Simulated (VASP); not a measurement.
A run of VASP 6.6.1 is set up as follows.

File INCAR:

```
SYSTEM = BN
PREC = Accurate
ENCUT = 520
EDIFF = 1E-6
ISMEAR = 0
SIGMA = 0.05
LREAL = .FALSE.
LASPH = .TRUE.
NELM = 100
ALGO = Normal
ISIF = 2
LWAVE = .FALSE.
LCHARG = .FALSE.
GGA = PS
NBANDS = 26
```

Contents of KPOINTS:

```
Automatic mesh
0
G
  6 6 10
  0 0 0
```

The input POSCAR:

```
BN
1.0
    4.2993000000      0.0000000000      0.0000000000
    0.0000000000      4.2993000000      0.0000000000
    0.0000000000      0.0000000000      2.6142000000
B N
4 4
Direct
    0.1741337327      0.8258662673      0.5000000000
    0.3258662673      0.3258662673      0.0000000000
    0.6741337327      0.6741337327      0.0000000000
    0.8258662673      0.1741337327      0.5000000000
    0.8123909516      0.8123909516      0.5000000000
    0.3123909516      0.6876090484      0.0000000000
    0.6876090484      0.3123909516      0.0000000000
    0.1876090484      0.1876090484      0.5000000000
```

Potentials or basis: VASP PAW PBE potentials, release 64 (B, N).

The run is started by

```console
$ cat potpaw_PBE.64/B/POTCAR potpaw_PBE.64/N/POTCAR > POTCAR
$ mpirun -np 1 vasp_std > vasp.out
```

What does it give for the band gap on the k mesh?

4.50 eV (least direct gap 5.58 eV).

Predict the largest force.

0.677 eV/Å.

What does it give for the pressure?

6.1 GPa.

Forces on the atoms (eV/Å):
```
B    0.176 -0.176  0.000
B   -0.176 -0.176  0.000
B    0.176  0.176  0.000
B   -0.176  0.176  0.000
N   -0.479 -0.479  0.000
N   -0.479  0.479  0.000
N    0.479 -0.479  0.000
N    0.479  0.479  0.000
```

Caveat: the stress differs along the axes, from -23 to 21 GPa; the PAW data sets were made with another functional, which shifts forces and pressure a little. A k mesh can miss the band edges.
